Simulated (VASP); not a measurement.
# B2C (I4_1/amd) in VASP: density of states with PBEsol

Aim: the density of states of B2C with PBEsol.

All numbers are computed with VASP 6.6.1; they aren't measurements. Logs are shortened: lines on timing, memory, paths and dates and some standing lists are left out, and cuts for length are marked.

**1. The cell of the first run**

The structure is tetragonal, space group I4_1/amd (No. 141). The conventional cell has a = 2.848 Å, b = 2.848 Å, c = 9.033 Å, α = 90.00°, β = 90.00°, γ = 90.00°. Within 2.7 Å of C (site symmetry -4m2) lie 12 B at 2.05 to 2.16 Å and 4 C at 2.67 Å. B (site symmetry 2mm) has 3 B at 1.55 to 1.59 Å and 2 C at 2.05 Å within 2.1 Å.

**2. Density of states, PBEsol**

Input file POSCAR:

```
B2C
1.0
    0.0000000000      2.8481080000      0.0000000000
    2.8481080000      0.0000000000      0.0000000000
    1.4240540000      1.4240540000     -4.5163430000
C B
2 4
Direct
    0.0000000000      0.0000000000      0.0000000000
    0.7500000000      0.2500000000      0.5000000000
    0.4140000000      0.4140000000      0.1720000000
    0.1640000000      0.6640000000      0.6720000000
    0.3360000000      0.8360000000      0.3280000000
    0.5860000000      0.5860000000      0.8280000000
```

Input file INCAR.step1:

```
PREC     = Accurate       # precision mode
ENCUT    = 520            # plane-wave cutoff, eV
EDIFF    = 1E-6           # SCF threshold, eV
ISMEAR   = 1              # smearing method
SIGMA    = 0.0714         # smearing width, eV
LREAL    = F              # projectors in reciprocal space
LASPH    = T              # aspherical terms in the spheres
NELM     = 100            # most SCF steps
ALGO     = Normal         # electronic algorithm
ISIF     = 2              # what is computed and relaxed
LWAVE    = F              # write WAVECAR
LCHARG   = T              # write CHGCAR
GGA      = PS             # functional
NBANDS   = 19             # bands
```

Input file KPOINTS.step1:

```
Automatic mesh
0
Gamma
  9 9 9
```

Input file INCAR.step2:

```
PREC     = Accurate       # precision mode
ENCUT    = 520            # plane-wave cutoff, eV
EDIFF    = 1E-6           # SCF threshold, eV
ISMEAR   = -5             # smearing method
SIGMA    = 0.0714         # smearing width, eV
LREAL    = F              # projectors in reciprocal space
LASPH    = T              # aspherical terms in the spheres
NELM     = 100            # most SCF steps
ALGO     = Normal         # electronic algorithm
ISIF     = 2              # what is computed and relaxed
LWAVE    = F              # write WAVECAR
LCHARG   = F              # write CHGCAR
GGA      = PS             # functional
LORBIT   = 11             # projections on sites
NEDOS    = 2001           # points of the DOS
ICHARG   = 11             # starting density
```

Input file KPOINTS.step2:

```
Automatic mesh
0
Gamma
  14 14 14
```

Potentials or basis: VASP PAW PBE potentials, release 64 (C, B).

Launch:

```bash
$ cat potpaw_PBE.64/C/POTCAR potpaw_PBE.64/B/POTCAR > POTCAR
$ cp INCAR.step1 INCAR
$ cp KPOINTS.step1 KPOINTS
$ mpirun -np 1 vasp_std > vasp.out
$ cp INCAR.step2 INCAR
$ cp KPOINTS.step2 KPOINTS
$ mpirun -np 1 vasp_std > vasp.out
```

OUTCAR:

```text
PREC = Accurate
   ENCUT = 520
   EDIFF = 1E-6
   ISMEAR = -5
   LREAL = F
   LASPH = T
   NELM = 100
   ISIF = 2
   GGA = PS
   LORBIT = 11
   ICHARG = 11

 ion  position               nearest neighbor table
   1  0.000  0.000  0.000-   4 2.05   4 2.05   5 2.05   5 2.05
   2  0.750  0.250  0.500-   3 2.05   3 2.05   6 2.05   6 2.05
   3  0.414  0.414  0.172-   6 1.55   5 1.59   5 1.59   2 2.05   2 2.05
   4  0.164  0.664  0.672-   5 1.55   6 1.59   6 1.59   1 2.05   1 2.05
   5  0.336  0.836  0.328-   4 1.55   3 1.59   3 1.59   1 2.05   1 2.05
   6  0.586  0.586  0.828-   3 1.55   4 1.59   4 1.59   2 2.05   2 2.05

  LATTYP: Found a body centered tetragonal cell.
 ALAT       =     2.8481080000
 C/A-ratio  =     3.1714689190

  Lattice vectors:

 A1 = (  -1.4240540000,   1.4240540000,   4.5163430000)
 A2 = (   1.4240540000,  -1.4240540000,   4.5163430000)
 A3 = (   1.4240540000,   1.4240540000,  -4.5163430000)

Analysis of symmetry for initial positions (statically):
=====================================================================
 Subroutine PRICEL returns:
 Original cell was already a primitive cell.

 Routine SETGRP: Setting up the symmetry group for a
 body centered tetragonal supercell.

 Subroutine GETGRP returns: Found 16 space group operations
 (whereof  8 operations were pure point group operations)
 out of a pool of 16 trial point group operations.

The static configuration has the point symmetry D_2d.
 The point group associated with its full space group is D_4h.

Analysis of symmetry for dynamics (positions and initial velocities):
=====================================================================
 Subroutine PRICEL returns:
 Original cell was already a primitive cell.

 Routine SETGRP: Setting up the symmetry group for a
 body centered tetragonal supercell.

 Subroutine GETGRP returns: Found 16 space group operations
 (whereof  8 operations were pure point group operations)
 out of a pool of 16 trial point group operations.

The dynamic configuration has the point symmetry D_2d.
 The point group associated with its full space group is D_4h.

 Subroutine INISYM returns: Found 16 space group operations
 (whereof  8 operations are pure point group operations),
 and found     1 'primitive' translations

----------------------------------------------------------------------------------------

                                     Primitive cell

  volume of cell :      36.6353

  direct lattice vectors                    reciprocal lattice vectors
     0.000000000  2.848108000  0.000000000     0.000000000  0.351110281  0.110709040
     2.848108000  0.000000000  0.000000000     0.351110281  0.000000000  0.110709040
     1.424054000  1.424054000 -4.516343000     0.000000000  0.000000000 -0.221418081

  length of vectors
     2.848108000  2.848108000  4.945019078     0.368150677  0.368150677  0.221418081

  position of ions in fractional coordinates (direct lattice)
     0.000000000  0.000000000  0.000000000
     0.750000000  0.250000000  0.500000000
     0.414000000  0.414000000  0.172000000
     0.164000000  0.664000000  0.672000000
     0.336000000  0.836000000  0.328000000
     0.586000000  0.586000000  0.828000000

  ion indices of the primitive-cell ions
   primitive index   ion index
                 1           1
                 2           2
                 3           3
                 4           4
                 5           5
                 6           6

----------------------------------------------------------------------------------------

 KPOINTS: Automatic mesh

Automatic generation of k-mesh.
 Grid dimensions read from file:
 generate k-points for:   14   14   14

 Generating k-lattice:

  Cartesian coordinates                     Fractional coordinates (reciprocal lattice)
     0.000000000  0.025079306  0.007907789     0.071428571  0.000000000  0.000000000
     0.025079306  0.000000000  0.007907789     0.000000000  0.071428571  0.000000000
     0.000000000  0.000000000 -0.015815577     0.000000000  0.000000000  0.071428571

  Length of vectors
     0.026296477  0.026296477  0.015815577

  Shift w.r.t. Gamma in fractional coordinates (k-lattice)
     0.000000000  0.000000000  0.000000000

 TETIRR: Found   7833 inequivalent tetrahedra from    16464

 Subroutine IBZKPT returns following result:
 ===========================================

 Found    244 irreducible k-points:

 Following reciprocal coordinates:
            Coordinates               Weight
  0.000000  0.000000  0.000000      1.000000
  0.071429  0.000000  0.000000      8.000000
  0.142857  0.000000  0.000000      8.000000
  0.214286  0.000000  0.000000      8.000000
  0.285714  0.000000 -0.000000      8.000000
  0.357143  0.000000 -0.000000      8.000000
[... 16 lines left out ...]
  0.214286  0.142857  0.000000     16.000000
  0.285714  0.142857 -0.000000     16.000000
 [... further k-points ...]
   k-points           NKPTS =    244   k-points in BZ     NKDIM =    244   number of bands    NBANDS=     14
   number of dos      NEDOS =   2001   number of ions     NIONS =      6
   total plane-waves  NPLWV =  23040
   dimension x,y,z NGX =    24 NGY =   24 NGZ =   40
   dimension x,y,z NGXF=    48 NGYF=   48 NGZF=   80
   ions per type =               2   4
   NGX,Y,Z   is equivalent  to a cutoff of  14.01, 14.01, 13.45 a.u.
   NGXF,Y,Z  is equivalent  to a cutoff of  28.02, 28.02, 26.90 a.u.
 SYSTEM =  unknown system
   PREC   = accura    normal or accurate (medium, high low for compatibility)
   ISTART =      0    job   : 0-new  1-cont  2-samecut
   ICHARG =     11    charge: 1-file 2-atom 10-const
   ISPIN  =      1    spin polarized calculation?
   LNONCOLLINEAR =      F non collinear calculations
   LSORBIT =      F    spin-orbit coupling
   LASPH  =      T    aspherical Exc in radial PAW
   ENCUT  =  520.0 eV  38.22 Ry    6.18 a.u.   5.30  5.30  9.19*2*pi/ulx,y,z
   NELM   =    100;   NELMIN=  2; NELMDL=  0     # of ELM steps
   EDIFF  = 0.1E-05   stopping-criterion for ELM
   LREAL  =      F    real-space projection
   EDIFFG = 0.1E-04   stopping-criterion for IOM
   NSW    =      0    number of steps for IOM
   IBRION =     -1    ionic relax: 0-MD 1-quasi-New 2-CG
   NFREE  =      0    steps in history (QN), initial steepest desc. (CG)
   ISIF   =      2    stress and relaxation
   ISYM   =      2    0-nonsym 1-usesym 2-fastsym
   POTIM  = 0.5000    time-step for ionic-motion
   TEBEG  =    0.0;   TEEND  =   0.0 temperature during run
   PSTRESS=    0.0 pullay stress
   NELECT =      20.0000    total number of electrons
   NUPDOWN=      -1.0000    fix difference up-down
   EMIN   =  10.00;   EMAX   =-10.00  energy-range for DOS
   EFERMI =   0.00;   METHOD = LEGACY
   ISMEAR =    -5;   SIGMA  =   0.07  broadening in eV -4-tet -1-fermi 0-gaus
   EFERMI_NEDOS =   21; number of points for ismear=-14 and -15
   IALGO  =     38    algorithm
   IMIX   =      4    mixing-type and parameters
     AMIX     =   0.40;   BMIX     =  1.00
     AMIX_MAG =   1.60;   BMIX_MAG =  1.00
  volume/ion in A,a.u.               =       6.11        41.20
  Fermi-wavevector in a.u.,A,eV,Ry     =   1.337986  2.528427 24.357237  1.790206
  Thomas-Fermi vector in A             =   2.466492
   LORBIT       =     11    0 simple, 1 ext, 2 COOP (PROOUT), +10 PAW based schemes
   GGA     = PS    functional components
   LHFCALC =     F    Hartree Fock is set to
   AEXX    =    0.0000 exact exchange contribution
   IVDW    =     0    specifies the selected vdW correction
   LEPSILON=     F    determine dielectric tensor
   LRPA    =     F    only Hartree local field effects (RPA)
 non-spin polarized calculation
 Fermi weights with tetrahedron method with Bloechl corrections
  energy-cutoff  :      520.00
  volume of cell :       36.64
 maximum number of plane-waves:      1010
 NGX is ok and might be reduce to    24

 number of electron      20.0000000 magnetization

 Free energy of the ion-electron system (eV)
  ---------------------------------------------------
  ext. energy  EPLUGINS =         0.00000000
  ---------------------------------------------------
  free energy    TOTEN  =       -34.10594650 eV

  energy without entropy =      -34.10594650  energy(sigma->0) =      -34.10594650

 E-fermi :   8.8737     XC(G=0): -12.9656

 val. band max:        8.9859361493   @ k =  -0.3571   0.0000   0.1429
 cond. band min:       8.6453927124   @ k =   0.5000   0.5000   0.1429
 fundamental gap:     -0.3405434369
 Fermi energy:         8.8737181955

 k-point     1 :       0.0000    0.0000    0.0000
  band No.  band energies     occupation
      1      -9.7548      2.00000
      2      -4.8675      2.00000
      3      -3.0747      2.00000
      4       3.6619      2.00000
      5       3.6619      2.00000
      6       4.4891      2.00000
      7       4.4891      2.00000
      8       7.0286      2.00000
      9       7.1643      2.00000
     10       8.1719      2.00000
     11      10.3011      0.00000
     12      10.5590      0.00000
     13      12.0672      0.00000
     14      12.0672      0.00000

 k-point     2 :       0.0714    0.0000    0.0000
  band No.  band energies     occupation
      1      -9.6720      2.00000
      2      -4.8738      2.00000
      3      -2.9150      2.00000
      4       3.0031      2.00000
      5       3.6840      2.00000
      6       3.8087      2.00000
      7       4.6345      2.00000
      8       7.2532      2.00000
      9       7.5906      2.00000
     10       8.4252      2.00833
[... 362 lines left out ...]
 k-point    24 :       0.2857    0.1429   -0.0000
  band No.  band energies     occupation
      1      -7.9885      2.00000
      2      -4.8389      2.00000
      3      -1.6372      2.00000
      4       0.2057      2.00000
      5       0.8744      2.00000
      6       2.3000      2.00000
      7       4.6042      2.00000
      8       6.4329      2.00000
      9       7.7288      2.00000
     10       8.4511      2.02426
     11      10.8742      0.00000
     12      11.2522      0.00000
     13      11.9416      0.00000
     14      12.1520      0.00000

 [... further k-points ...]

------------------------ aborting loop because EDIFF is reached ----------------------------------------

  FORCE on cell =-STRESS in cart. coord.  units (eV):
  Direction    XX          YY          ZZ          XY          YZ          ZX
  --------------------------------------------------------------------------------------
  -------------------------------------------------------------------------------------
  Total        6.8097306      6.8097306     15.8905987      0.0000000      0.0000000      0.0000000
  in kB      297.8109683    297.8109683    694.9459336      0.0000000      0.0000000      0.0000000
  external PRESSURE =     430.1892900 kB  Pullay stress =       0.0000000 kB

 VOLUME and BASIS-vectors are now :
 -----------------------------------------------------------------------------
  energy-cutoff  :      520.00
  volume of cell :       36.64
      direct lattice vectors                 reciprocal lattice vectors
     0.000000000  2.848108000  0.000000000     0.000000000  0.351110281  0.110709040
     2.848108000  0.000000000  0.000000000     0.351110281  0.000000000  0.110709040
     1.424054000  1.424054000 -4.516343000     0.000000000  0.000000000 -0.221418081

 POSITION                                       TOTAL-FORCE (eV/Angst)
 -----------------------------------------------------------------------------------
      0.00000      0.00000      0.00000         0.000000     -0.000000      0.000000
      1.42405      2.84811     -2.25817        -0.000000      0.000000      0.000000
      1.42405      1.42405     -0.77681         0.000000      0.000000     -1.472927
      2.84811      1.42405     -3.03498         0.000000      0.000000     -1.472927
      2.84811      1.42405     -1.48136        -0.000000     -0.000000      1.472927
      2.84811      2.84811     -3.73953        -0.000000     -0.000000      1.472927
 -----------------------------------------------------------------------------------
    total drift:                               -0.000000      0.000000      0.000000

  FREE ENERGIE OF THE ION-ELECTRON SYSTEM (eV)
  ---------------------------------------------------
  free  energy   TOTEN  =       -34.1059465047 eV

  energy  without entropy=      -34.1059465047  energy(sigma->0) =      -34.10594650

 total charge

# of ion       s       p       d       tot
------------------------------------------
    1        0.983   1.166   0.000   2.149
    2        0.983   1.166   0.000   2.149
    3        0.759   1.372   0.000   2.132
    4        0.759   1.372   0.000   2.132
    5        0.759   1.372   0.000   2.132
    6        0.759   1.372   0.000   2.132
--------------------------------------------------
tot          5.003   7.822   0.000  12.825
```

It took 56 s on 1 thread of AMD EPYC 9R45 (Zen 5), shared host; peak memory 0.2 GiB.

Results:

```yaml
Valence_electrons_inside_the_program's_atomic_spheres: C 2.15; B 2.13
```

Levels at points of the mesh, in eV from the Fermi level:
| k point | band 7 | band 8 | band 9 | band 10 | band 11 | band 12 | band 13 | band 14 |
| --- | --- | --- | --- | --- | --- | --- | --- | --- |
| (0.00, 0.00, 0.00) | -4.38 | -1.85 | -1.71 | -0.70 | 1.43 | 1.69 | 3.19 | 3.19 |
| (0.50, 0.00, 0.00) | -3.13 | -1.56 | -1.31 | -0.46 | 1.17 | 2.51 | 2.81 | 3.63 |
| (0.50, 0.50, 0.00) | -6.26 | -6.26 | -4.76 | -4.76 | 0.60 | 0.60 | 1.85 | 1.85 |
| (0.00, 0.00, 0.50) | -1.87 | -1.87 | -0.56 | -0.56 | -0.16 | -0.16 | 2.84 | 2.84 |

Caveat: the PAW data sets were made with another functional, which shifts forces and pressure a little; tetrahedron occupations give inexact forces and stress in metals.
